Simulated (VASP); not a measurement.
Wanted: the native input for a VASP 6.6.1 run.

```yaml
Task: relaxation of cell and atoms
Functional: LDA
Potentials_or_basis: VASP PAW LDA potentials, release 64 (Pb_d)
Cutoff: 600 eV
k_mesh: 16 × 16 × 16
Occupations: fermi-dirac, width 0.05 eV
Spin: no spin polarisation
Dipole_correction: no
Further_INCAR_settings: ALGO = Normal; EDIFF = 1e-07; IBRION = 2; EDIFFG = -0.03; NSW = 60; ISIF = 3
```

The structure of Pb lies in POSCAR:

```
Pb
1.0
    0.0000000000      2.4750200000      2.4750200000
    2.4750200000      0.0000000000      2.4750200000
    2.4750200000      2.4750200000      0.0000000000
Pb
1
Direct
    0.0000000000      0.0000000000      0.0000000000
```

One way to write it, as run:

INCAR

```
SYSTEM = Pb
PREC     = Accurate       ! precision mode
ENCUT    = 600            ! plane-wave cutoff, eV
EDIFF    = 1E-7           ! SCF threshold, eV
ISMEAR   = -1             ! smearing method
SIGMA    = 0.05           ! smearing width, eV
LREAL    = .False.        ! projectors in reciprocal space
LASPH    = .True.         ! aspherical terms in the spheres
NELM     = 60             ! most SCF steps
ALGO     = Normal         ! electronic algorithm
ISIF     = 3              ! what is computed and relaxed
LWAVE    = .False.        ! write WAVECAR
LCHARG   = .False.        ! write CHGCAR
GGA      = CA             ! functional
IBRION   = 2              ! ionic algorithm
NSW      = 60             ! ionic steps
EDIFFG   = -0.03          ! ionic threshold
```

KPOINTS

```
Automatic mesh
0
Gamma
  16 16 16
  0 0 0
```

Potentials or basis: VASP PAW LDA potentials, release 64 (Pb_d).

Launch:

```bash
$ cat potpaw_LDA.64/Pb_d/POTCAR > POTCAR
$ mpirun -np 1 vasp_std > vasp.out
```

Results of the run:

```json
{
  "Relaxed volume": "29.12 Å³/atom",
  "Relaxed cell": "a = 3.453 Å, b = 3.453 Å, c = 3.453 Å, α = 60.00°, β = 60.00°, γ = 60.00°",
  "Space group after relaxing (to 0.1 Å)": "Fm-3m (No. 225)",
  "Energy gained by relaxing": "7.8 meV/atom",
  "Ionic steps": "3",
  "Pressure after relaxing": "0.0 GPa",
  "Band gap on the k mesh": "zero (bands 7 and 8 overlap by 9.45 eV)"
}
```

Caveat: spin-orbit coupling is left out, which moves the levels of the heavy elements.

It took 3.3 min on 1 thread of Intel Xeon 8259CL, on a shared host, peak memory 0.17 GiB.
